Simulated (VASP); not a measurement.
Write the native input for VASP 6.6.1 that does the following.

```
Task                   : relaxation of cell and atoms
Functional             : PBE
Potentials or basis    : VASP PAW PBE potentials, release 64 (B)
Cutoff                 : 600 eV
k mesh                 : 12 × 6 × 4
Occupations            : gaussian, width 0.2 eV
Spin                   : no spin polarisation
Dipole correction      : no
Further INCAR settings : ALGO = Normal; EDIFF = 1e-06; IBRION = 2; EDIFFG = -0.025; NSW = 80; ISIF = 3
```

The structure of B lies in POSCAR:

```
B
1.0
   -1.6135907177      0.0027507940     -0.0097480503
   -0.0235106772     -0.0683843920     -3.9100247125
    0.0097068176     -5.7003198924     -0.1000526089
B
4
Direct
    1.0537685814      0.3272724484      1.0010201560
    1.0636791187      0.3905449291      0.5074107271
    0.4820707516      0.6157946517      0.7415159320
    0.4004815482      0.6663879708      0.2500531848
```

One way to write it, as run:

INCAR

```
PREC = Accurate ; ENCUT = 600
EDIFF = 1E-6 ; ISMEAR = 0
SIGMA = 0.2 ; LREAL = F
LASPH = T ; NELM = 100
ALGO = Normal ; ISIF = 3
LWAVE = F ; LCHARG = F
GGA = PE ; IBRION = 2
NSW = 80 ; EDIFFG = -0.025
```

KPOINTS

```
Automatic mesh
0
Gamma
  12 6 4
```

Potentials or basis: VASP PAW PBE potentials, release 64 (B).

The run is started by

```console
$ cat potpaw_PBE.64/B/POTCAR > POTCAR
$ mpirun -np 1 vasp_std > vasp.out
```

Results of the run:

```yaml
Relaxed_volume: 9.01 Å³/atom
Relaxed_cell: a = 1.629 Å, b = 3.884 Å, c = 5.710 Å, α = 89.42°, β = 90.01°, γ = 85.73°
Space_group_after_relaxing_to_0.05_Å: P-1 (No. 2)
Energy_gained_by_relaxing: 157.7 meV/atom
Ionic_steps: 19
Pressure_after_relaxing: 0.0 GPa
Largest_force_after_relaxing: 0.012 eV/Å
Band_gap_on_the_k_mesh: zero (band 6 reaches 9.53 eV, above the bottom of band 7 at 0.01 eV)
```

It took 6 min on 1 thread of Intel(R) Xeon(R) Platinum 8488C (Sapphire Rapids), with other jobs on the host, peak memory 0.19 GiB.
